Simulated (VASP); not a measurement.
# ScPdF3 (Pm-3m) in VASP: notebook, part 2 of 2

VASP 6.6.1. Earlier steps stand in the parts before.

## (3) Single point, PBE

This run uses another cell than the first one, of 11.15 Å³/atom.

INCAR reads:

```
SYSTEM = ScPdF3
  PREC = Accurate
  ENCUT = 520
  EDIFF = 1E-7
  ISMEAR = 0
  SIGMA = 0.1
  LREAL = .FALSE.
  LASPH = .TRUE.
  NELM = 100
  ALGO = Normal
  ISIF = 2
  LWAVE = .FALSE.
  LCHARG = .TRUE.
  GGA = PE
  LELF = .TRUE.
  LVHAR = .TRUE.
  NBANDS = 29
```

KPOINTS reads:

```
Automatic mesh
0
G
  4 4 4
  0 0 0
```

POSCAR reads:

```
ScPdF3
1.0
    3.8198053900      0.0000000000      0.0000000000
    0.0000000000      3.8198053900      0.0000000000
    0.0000000000      0.0000000000      3.8198053900
Sc Pd F
1 1 3
Direct
    0.5000000000      0.5000000000      0.5000000000
    0.0000000000      0.0000000000      0.0000000000
    0.5000000000      0.0000000000      0.0000000000
    0.0000000000      0.5000000000      0.0000000000
    0.0000000000      0.0000000000      0.5000000000
```

Potentials or basis: VASP PAW PBE potentials, release 64 (Sc_sv, Pd, F).

Run with:

```console
> cat potpaw_PBE.64/Sc_sv/POTCAR potpaw_PBE.64/Pd/POTCAR potpaw_PBE.64/F/POTCAR > POTCAR
> mpirun -np 1 vasp_std > vasp.out
```

OUTCAR:

```text
SYSTEM = ScPdF3
   PREC = Accurate
   ENCUT = 520
   EDIFF = 1E-7
   ISMEAR = 0
   LREAL = .FALSE.
   LASPH = .TRUE.
   NELM = 100
   ISIF = 2
   GGA = PE

 ion  position               nearest neighbor table
   1  0.500  0.500  0.500-   2 3.31   2 3.31   2 3.31   2 3.31   2 3.31   2 3.31   2 3.31   2 3.31

   2  0.000  0.000  0.000-   3 1.91   4 1.91   5 1.91   5 1.91   4 1.91   3 1.91   1 3.31   1 3.31
                             1 3.31   1 3.31   1 3.31   1 3.31   1 3.31   1 3.31
   3  0.500  0.000  0.000-   2 1.91   2 1.91
   4  0.000  0.500  0.000-   2 1.91   2 1.91
   5  0.000  0.000  0.500-   2 1.91   2 1.91

  LATTYP: Found a simple cubic cell.
 ALAT       =     3.8198053900

  Lattice vectors:

 A1 = (   3.8198053900,   0.0000000000,   0.0000000000)
 A2 = (   0.0000000000,   3.8198053900,   0.0000000000)
 A3 = (   0.0000000000,   0.0000000000,   3.8198053900)

Analysis of symmetry for initial positions (statically):
=====================================================================
 Subroutine PRICEL returns:
 Original cell was already a primitive cell.

 Routine SETGRP: Setting up the symmetry group for a
 simple cubic supercell.

 Subroutine GETGRP returns: Found 48 space group operations
 (whereof 48 operations were pure point group operations)
 out of a pool of 48 trial point group operations.

The static configuration has the point symmetry O_h .

Analysis of symmetry for dynamics (positions and initial velocities):
=====================================================================
 Subroutine PRICEL returns:
 Original cell was already a primitive cell.

 Routine SETGRP: Setting up the symmetry group for a
 simple cubic supercell.

 Subroutine GETGRP returns: Found 48 space group operations
 (whereof 48 operations were pure point group operations)
 out of a pool of 48 trial point group operations.

The dynamic configuration has the point symmetry O_h .

[... 107 lines left out ...]
   IMIX   =      4    mixing-type and parameters
     AMIX     =   0.40;   BMIX     =  1.00
     AMIX_MAG =   1.60;   BMIX_MAG =  1.00
  volume/ion in A,a.u.               =      11.15        75.22
  Fermi-wavevector in a.u.,A,eV,Ry     =   1.489761  2.815241 30.196617  2.219389
  Thomas-Fermi vector in A             =   2.602629
   LORBIT       =      0    0 simple, 1 ext, 2 COOP (PROOUT), +10 PAW based schemes
   GGA     = PE    functional components
   LHFCALC =     F    Hartree Fock is set to
   AEXX    =    0.0000 exact exchange contribution
   IVDW    =     0    specifies the selected vdW correction
   LEPSILON=     F    determine dielectric tensor
   LRPA    =     F    only Hartree local field effects (RPA)
 non-spin polarized calculation
 Gauss-broadening in eV      SIGMA  =   0.10
  energy-cutoff  :      520.00
  volume of cell :       55.73
 maximum number of plane-waves:      1516
   NGX = 15   NGY = 15   NGZ = 15

 number of electron      41.9999982 magnetization

 Free energy of the ion-electron system (eV)
  ---------------------------------------------------
  ext. energy  EPLUGINS =         0.00000000
  ---------------------------------------------------
  free energy    TOTEN  =       -19.27518060 eV

  energy without entropy =      -19.25295636  energy(sigma->0) =      -19.26406848

 E-fermi :   8.7490     XC(G=0): -11.5334

 val. band max:        8.7168838432   @ k =   0.5000   0.0000   0.0000
 cond. band min:       8.7534327332   @ k =   0.2500   0.0000   0.0000
 fundamental gap:      0.0365488901
 Fermi energy:         8.7490098357

 k-point     1 :       0.0000    0.0000    0.0000
  band No.  band energies     occupation
      1     -42.5475      2.00000
      2     -21.2067      2.00000
      3     -21.2067      2.00000
      4     -21.2067      2.00000
      5     -19.3283      2.00000
      6     -18.6663      2.00000
[... 309 lines left out ...]
     28      15.3215      0.00000
     29      15.3215      0.00000

------------------------ aborting loop because EDIFF is reached ----------------------------------------

  FORCE on cell =-STRESS in cart. coord.  units (eV):
  Direction    XX          YY          ZZ          XY          YZ          ZX
  --------------------------------------------------------------------------------------
  -------------------------------------------------------------------------------------
  Total       22.3372709     22.3372709     22.3372709     -0.0000000     -0.0000000      0.0000000
  in kB      642.1211617    642.1211617    642.1211617     -0.0000000     -0.0000000      0.0000000
  external PRESSURE =     642.1211617 kB  Pullay stress =       0.0000000 kB

 VOLUME and BASIS-vectors are now :
 -----------------------------------------------------------------------------
  energy-cutoff  :      520.00
  volume of cell :       55.73
      direct lattice vectors                 reciprocal lattice vectors
     3.819805390  0.000000000  0.000000000     0.261793442  0.000000000  0.000000000
     0.000000000  3.819805390  0.000000000     0.000000000  0.261793442  0.000000000
     0.000000000  0.000000000  3.819805390     0.000000000  0.000000000  0.261793442

 POSITION                                       TOTAL-FORCE (eV/Angst)
 -----------------------------------------------------------------------------------
      1.90990      1.90990      1.90990         0.000000      0.000000      0.000000
      0.00000      0.00000      0.00000         0.000000      0.000000      0.000000
      1.90990      0.00000      0.00000         0.000000      0.000000      0.000000
      0.00000      1.90990      0.00000         0.000000      0.000000      0.000000
      0.00000      0.00000      1.90990         0.000000      0.000000      0.000000
 -----------------------------------------------------------------------------------
    total drift:                                0.000000      0.000000     -0.000000

  FREE ENERGIE OF THE ION-ELECTRON SYSTEM (eV)
  ---------------------------------------------------
  free  energy   TOTEN  =       -19.2751806025 eV

  energy  without entropy=      -19.2529563571  energy(sigma->0) =      -19.26406848
```

Wall time 16 s (1 thread of AMD EPYC 9R45 (Zen 5), shared host); peak memory 0.13 GiB.

Results:

- Free energy: -19.2752 eV
- Pressure: 64.2 GPa
- Band gap on the k mesh: zero (bands 21 and 22 overlap by 2.01 eV)

Caveat: the k points lie up to 0.41 Å⁻¹ apart, too coarse for converged energies and pressures of a metal.
